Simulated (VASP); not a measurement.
Crystal: SrO.

```
CELL_PARAMETERS angstrom
0.00000 2.53024 2.53024
2.53024 0.00000 2.53024
2.53024 2.53024 0.00000
ATOMIC_POSITIONS crystal
Sr 0.00000 0.00000 0.00000
O 0.50000 0.50000 0.50000
```

```yaml
Program: VASP 6.6.1
Task: relaxation of cell and atoms
Functional: PBE
Potentials_or_basis: VASP PAW PBE potentials, release 64 (Sr_sv, O)
Cutoff: 600 eV
k_mesh: 6 × 6 × 6
Occupations: fermi-dirac, width 0.1 eV
Spin: no spin polarisation
```

At the start: pressure 8.6 GPa; volume 16.20 Å³/atom.

Task: How do energy, volume and symmetry change on relaxing?

Result: Over 3 steps the energy falls by 35.2 meV/atom and the volume is 17.62 Å³/atom (+8.8 %); space group Fm-3m (No. 225, to 0.05 Å).

Step by step:
```
step  energy change (eV)  largest force (eV/Å)  pressure (GPa)  volume (Å³)
   1              0.0000                0.0000            8.57        32.40
   2             -0.0571                0.0000           -2.97        36.63
   3             -0.0704                0.0000            0.02        35.24
```

Final structure:
```
Sr O
1.0
     0.00000    2.60212    2.60212
     2.60212    0.00000    2.60212
     2.60212    2.60212    0.00000
Sr O
1 1
Direct
  0.00000 0.00000 0.00000
  0.50000 0.50000 0.50000
```
